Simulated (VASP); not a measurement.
The system is BAs.

```
B As
1.0
     0.00000    2.35622    2.35622
     2.35622    0.00000    2.35622
     2.35622    2.35622    0.00000
B As
1 1
Cartesian
  0.0000 0.0000 0.0000
  3.5343 3.5343 3.5343
```

This cell differs from its parent crystal: volume scaled by 0.96.

Base run:

```yaml
Program: VASP 6.6.1
Functional: PBE
Potentials_or_basis: VASP PAW PBE potentials, release 64 (B, As)
Cutoff: 520 eV
k_mesh: 15 × 15 × 15
Occupations: fermi-dirac, width 0.03 eV
Spin: no spin polarisation
```

Its results: band gap on the k mesh 1.13 eV, indirect (least direct gap 3.33 eV); pressure 9.9 GPa.

Q: The run is repeated on the same cell with these changes: functional from PBE to PBEsol; cutoff from 520 eV to 420 eV. What comes out?

A: Band gap on the k mesh 1.03 eV, indirect (least direct gap 3.29 eV); pressure 6.3 GPa.

PBEsol binds more tightly than PBE, so the same cell stands under less pressure.

Caveats: the PAW data sets were made with another functional, which shifts forces and pressure a little (some runs).

A k mesh can miss the band edges.
